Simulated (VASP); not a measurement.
The system is ZrPdSe4.

```
Zr Pd Se
1.0
    -3.53633    3.53633    3.35518
     3.53633   -3.53633    3.35518
     3.53633    3.53633   -3.35518
Zr Pd Se
1 1 4
Direct
  0.00000 0.00000 0.00000
  0.50000 0.50000 0.00000
  0.50000 0.81342 0.31342
  0.50000 0.18658 0.68658
  0.81342 0.50000 0.31342
  0.18658 0.50000 0.68658
```

The cell was generated, and may not be a known phase.

| Quantity | Value |
| --- | --- |
| Program | VASP 6.6.1 |
| Task | relaxation of cell and atoms |
| Functional | PBE |
| Potentials or basis | VASP PAW PBE potentials, release 64 (Zr_sv, Pd, Se) |
| Cutoff | 600 eV |
| k mesh | 4 × 4 × 4 |
| Occupations | gaussian, width 0.1 eV |
| Spin | no spin polarisation |

At the start: pressure 3.9 GPa; volume 27.97 Å³/atom.

Problem. Where does the relaxation end?

Solution. Over 14 steps the energy falls by 418.3 meV/atom and the volume is 25.59 Å³/atom (-8.5 %); space group I4/mmm (No. 139, to 0.1 Å) before and after.

Step by step:
```tsv
step	energy change (eV)	largest force (eV/Å)	pressure (GPa)	volume (Å³)
1	0.0000	2.9165	3.86	167.83
2	-0.6883	1.0025	-7.62	183.42
3	-0.9612	0.1544	-5.03	177.03
4	-1.6818	0.7360	-2.71	159.64
5	-1.9226	1.1406	0.38	149.06
6	-1.9338	1.2472	1.53	146.33
7	-2.2246	0.9470	3.67	142.32
8	-2.2005	0.6631	5.70	140.06
9	-2.2365	0.8391	4.42	141.40
10	-2.4800	0.3941	-1.18	154.88
11	-2.4809	0.4071	-0.91	154.03
12	-2.5080	0.0583	0.50	152.44
13	-2.5089	0.0155	0.26	152.68
14	-2.5096	0.0043	-0.05	153.53
```

Final structure:
```
Zr Pd Se
1.0
    -3.86612    3.86612    2.56797
     3.86612   -3.86612    2.56797
     3.86612    3.86612   -2.56797
Zr Pd Se
1 1 4
Direct
  0.00000 0.00000 0.00000
  0.50000 0.50000 0.00000
  0.50000 0.81211 0.31211
  0.50000 0.18789 0.68789
  0.81211 0.50000 0.31211
  0.18789 0.50000 0.68789
```
